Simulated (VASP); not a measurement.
Write the native input for VASP 6.6.1 that does the following.

```
Task                   : single point
Functional             : LDA
Potentials or basis    : VASP PAW LDA potentials, release 64 (Zn, O)
Cutoff                 : 520 eV
k mesh                 : 12 × 12 × 12
Occupations            : gaussian, width 0.05 eV
Spin                   : no spin polarisation
Dipole correction      : no
Further INCAR settings : ALGO = Normal; EDIFF = 1e-06; NBANDS = 16
```

The structure of ZnO lies in POSCAR:

```
ZnO
1.0
    0.0406770375      2.1694420000      2.1694420000
    2.2101190375      0.0000000000      2.2101190375
    2.1694420000      2.1694420000      0.0406770375
Zn O
1 1
Direct
    0.0000000000      0.0000000000      0.0000000000
    0.5000000000      0.5000000000      0.5000000000
```

This cell differs from its parent crystal: strain +0.0375 x Voigt [0, 0, 0, 0, 1, 0].

One way to write it, as run:

INCAR

```
  ALGO = Normal
  EDIFF = 1E-6
  ENCUT = 520
  ISIF = 2
  ISMEAR = 0
  LASPH = T
  LCHARG = F
  LREAL = F
  LWAVE = F
  NBANDS = 16
  NELM = 80
  PREC = Accurate
  SIGMA = 0.05
```

KPOINTS

```
k-points
0
Gamma
  12 12 12
```

Potentials or basis: VASP PAW LDA potentials, release 64 (Zn, O).

Launch:

```bash
$ cat potpaw_LDA.64/Zn/POTCAR potpaw_LDA.64/O/POTCAR > POTCAR
$ mpirun -np 1 vasp_std > vasp.out
```

Results of the run:

| Quantity | Value |
| --- | --- |
| Pressure | -13.9 GPa |
| Band gap on the k mesh | 0.64 eV, indirect (least direct gap 1.74 eV) |

Caveat: the cell differs from its parent crystal (strain +0.0375 x Voigt [0, 0, 0, 0, 1, 0]).

It took 87 s on 1 thread of Intel Xeon 8259CL, with other jobs on the host, peak memory 0.2 GiB.
